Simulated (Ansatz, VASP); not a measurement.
# One calculation of CaSe, two programs

```
Ca Se
1.0
     0.00000    2.95600    2.95600
     2.95600    0.00000    2.95600
     2.95600    2.95600    0.00000
Ca Se
1 1
Direct
  0.50000 0.50000 0.50000
  0.00000 0.00000 0.00000
```

Alike in both runs: task single point; functional r2SCAN; k mesh 10 × 10 × 10; occupations gaussian, width 0.05 eV; no spin polarisation.

```csv
,VASP,Ansatz
version,VASP 6.6.1,Ansatz 0.2.0
potentials or method,"VASP PAW PBE potentials, release 64 (Ca_sv, Se), cutoff 520 eV","scalar-relativistic, plane waves, PAW"
valence electrons in the cell,16,26
```

Ansatz gave:

- gap on the k mesh at the Fermi level (eV): 2.49
- least direct gap on the mesh (eV): 3.44
- pressure (GPa): 0.6

Question: Which values does VASP return?

Answer: gap on the k mesh at the Fermi level (eV): 2.49; least direct gap on the mesh (eV): 3.44; pressure (GPa): 0.9.

VASP's potentials were made for PBE, not for r2SCAN. VASP's potentials hold 16 valence electrons a cell and Ansatz's 26, so a difference there can come from the potentials and not from the codes.
